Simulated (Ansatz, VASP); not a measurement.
This is a calculation of Fe for Ansatz 0.2.0.

File input.yaml:

```yaml
crystal:
  lattice:
    - [2.4341575853, 0.0, 0.0]
    - [-1.2170787927, 2.1080423057, 0.0]
    - [0.0, 0.0, 3.84193447]
  atoms:
    - { symbol: Fe, position: [0.6666666667, 0.3333333333, 0.75], spin: 1.5 }
    - { symbol: Fe, position: [0.3333333333, 0.6666666667, 0.25], spin: 1.5 }
hamiltonian:
  xc: pbe
  pseudopotentials: { kind: paw }
magnetization:
  spin_polarized: true
  initial_magnetization: 3.0
  spin_locking: { lock_magnetization: hard }
kpoints:
  mp_grid: { grid: [10, 10, 6] }
scf:
  occupations: { method: fermi_dirac, width: 0.05 }
  lower_state_search: "off"
output:
  forces: true
  stress: true
  eigenvalues: true
```

Potentials or basis: Ansatz PAW.

The run is started by

```bash
$ ansatz run input.yaml --threads 2 --pin off --max-ram 5632MiB --backend cpu --events-out ev --progress --plain --runs-dir out
```

Task: Set up the same calculation for VASP 6.6.1. Potentials there: VASP PAW PBE potentials, release 64 (Fe).

Result: As run (the cutoff follows the program's own potentials):

The input INCAR:

```
SYSTEM = Fe
PREC = Accurate ; ENCUT = 520
EDIFF = 1E-6 ; ISMEAR = -1
SIGMA = 0.05 ; LREAL = .False.
LASPH = .True. ; NELM = 150
ALGO = Normal ; ISIF = 2
LWAVE = .False. ; LCHARG = .True.
ISPIN = 2 ; MAGMOM = 1.5 1.5
LORBIT = 11 ; NUPDOWN = 3.0
LMAXMIX = 4 ; GGA = PE
LELF = .True. ; LVHAR = .True.
NBANDS = 19
```

Contents of KPOINTS:

```
regular mesh
0
Gamma
  10 10 6
  0 0 0
```

The input POSCAR:

```
Fe
1.0
    2.4341575853      0.0000000000      0.0000000000
   -1.2170787927      2.1080423057      0.0000000000
    0.0000000000      0.0000000000      3.8419344700
Fe
2
Direct
    0.6666666667      0.3333333333      0.7500000000
    0.3333333333      0.6666666667      0.2500000000
```

Potentials or basis: VASP PAW PBE potentials, release 64 (Fe).

Run with:

```bash
$ cat potpaw_PBE.64/Fe/POTCAR > POTCAR
$ mpirun -np 1 vasp_std > vasp.out
```

Both were run:

|  | VASP | Ansatz | Ansatz less VASP |
| --- | --- | --- | --- |
| net moment per atom (μB) | 1.50 | 1.50 | 0.000 |
| size of the moment on the site where the two differ most (μB) | 1.47 | 1.49 | +0.022 |

Site moments also hang on the region over which each program counts them. VASP's potentials hold 16 valence electrons a cell and Ansatz's 32, so a difference there can come from the potentials and not from the codes.
